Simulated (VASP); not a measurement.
# AlN: single point with PBE

The system is AlN.

```
CELL_PARAMETERS angstrom
3.21843 0.00000 0.00000
-1.60921 5.93785 -0.00632
-1.60922 -1.34389 2.33062
ATOMIC_POSITIONS crystal
Al 0.67234 0.00325 0.34142
Al 0.83724 0.50308 0.17141
N 0.05080 0.38204 0.71955
N 0.20962 0.88163 0.53761
```

```json
{
  "Program": "VASP 6.6.1",
  "Task": "single point",
  "Functional": "PBE",
  "Potentials or basis": "VASP PAW PBE potentials, release 64 (Al, N)",
  "Cutoff": "520 eV",
  "k mesh": "9 × 5 × 11",
  "Occupations": "gaussian, width 0.02 eV",
  "Spin": "no spin polarisation",
  "Dipole correction": "no",
  "Further INCAR settings": "ALGO = Normal; EDIFF = 1e-07; NBANDS = 16; ISYM = 0"
}
```

The pressure is -8.1 GPa. The band gap on the k mesh is 3.52 eV.

Stress tensor (GPa, compression positive):
```
-11.05   0.00   0.00
  0.00 -13.10   0.03
  0.00   0.03  -0.22
```

Levels at points of the mesh, in eV from the valence-band top:
| k point | band 6 | band 7 | band 8 | band 9 | band 10 | band 11 |
| --- | --- | --- | --- | --- | --- | --- |
| (0.00, 0.00, 0.00) | -0.33 | -0.28 | 0.00 | 3.52 | 6.14 | 9.84 |

It took 3.3 min on 1 thread of Intel Xeon 8259CL, with other jobs on the host, peak memory 0.27 GiB.

Caveat: the stress differs along the axes, from -13 to -0 GPa.
